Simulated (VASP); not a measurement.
## MoS2: single point with LDA

The system is MoS2.

```xyz
3
Lattice="3.1616 0.0000 0.0000 -1.5808 2.7380 0.0000 0.0000 0.0000 6.1836" Properties=species:S:1:pos:R:3 pbc="T T T"
Mo    0.0000    0.0000    3.0918
S     1.5808    0.9127    4.6048
S     0.0000    1.8253    1.5788
```

```yaml
Program: VASP 6.6.1
Task: single point
Functional: LDA
Potentials_or_basis: VASP PAW LDA potentials, release 64 (Mo_sv, S)
Cutoff: 520 eV
k_mesh: 9 × 9 × 4
Occupations: fermi-dirac, width 0.05 eV
Spin: no spin polarisation
```

```
Pressure               : 2.9 GPa
Largest force          : 0.915 eV/Å
Band gap on the k mesh : zero (bands 13 and 14 overlap by 0.97 eV)
```

Forces on the atoms (eV/Å):
```
Mo   0.000  0.000  0.000
S    0.000  0.000  0.915
S    0.000  0.000 -0.915
```

Stress tensor (GPa, compression positive):
```
1.38 0.00 0.00
0.00 1.38 0.00
0.00 0.00 5.89
```

Levels at points of the mesh, in eV from the Fermi level:
```csv
k point,band 10,band 11,band 12,band 13,band 14,band 15,band 16,band 17
"(0.00, 0.00, 0.00)",-1.87,-1.25,-1.06,-1.06,-0.23,-0.23,3.47,3.47
"(0.00, 0.00, 0.50)",-3.86,-1.07,-1.07,-0.31,-0.31,0.00,3.66,3.66
```

It took 49 s on 1 thread of Intel Xeon 8259CL, on a shared host, peak memory 0.17 GiB.
